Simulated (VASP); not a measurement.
# PbO: single point with r2SCAN

PbO:

```xyz
4
Lattice="3.9781 0.0000 0.0000 0.0000 3.9781 0.0000 0.0000 0.0000 5.0127" Properties=species:S:1:pos:R:3 pbc="T T T"
Pb    1.9890    0.0000    1.1870
Pb    0.0000    1.9890    3.8257
O     0.0000    0.0000    0.0000
O     1.9890    1.9890    0.0000
```

```yaml
Program: VASP 6.6.1
Task: single point
Functional: r2SCAN
Potentials_or_basis: VASP PAW PBE potentials, release 64 (Pb_d, O)
Cutoff: 520 eV
k_mesh: 8 × 8 × 8
Occupations: gaussian, width 0.05 eV
Spin: no spin polarisation
```

```json
{
 "Pressure": "1.6 GPa",
 "Largest force": "0.051 eV/Å",
 "Band gap on the k mesh": "1.52 eV (least direct gap 2.67 eV)"
}
```

Forces on the atoms (eV/Å):
```
Pb   0.000  0.000  0.051
Pb   0.000  0.000 -0.051
O    0.000  0.000  0.000
O    0.000  0.000  0.000
```

Stress tensor (GPa, compression positive):
```
1.68 0.00 0.00
0.00 1.68 0.00
0.00 0.00 1.39
```

Levels at points of the mesh, in eV from the valence-band top:
```csv
k point,band 16,band 17,band 18,band 19,band 20,band 21,band 22,band 23,band 24,band 25
"(0.00, 0.00, 0.00)",-4.43,-1.83,-1.79,-1.79,0.00,2.80,5.87,6.05,6.05,7.11
"(0.50, 0.00, 0.00)",-3.33,-3.15,-3.15,-1.73,-1.73,3.76,3.76,7.06,7.06,7.15
"(0.50, 0.50, 0.00)",-3.58,-1.75,-1.75,-1.15,-1.15,1.52,1.52,5.69,5.69,8.42
"(0.00, 0.00, 0.50)",-4.28,-1.87,-1.81,-1.81,-1.02,2.34,4.37,4.37,4.51,9.28
"(0.50, 0.00, 0.50)",-3.79,-3.12,-3.12,-1.08,-1.08,3.40,3.40,6.76,6.76,7.86
"(0.50, 0.50, 0.50)",-4.01,-2.34,-2.34,-1.15,-1.15,3.80,3.80,5.21,5.21,6.18
```

Wall time 8.2 min on 1 thread of Intel(R) Xeon(R) Platinum 8375C CPU @ 2.90GHz (Ice Lake) (shared host), peak memory 0.29 GiB.

Caveat: the PAW data sets were made with another functional, which shifts forces and pressure a little; spin-orbit coupling is left out, which moves the levels of the heavy elements. A k mesh can miss the band edges.
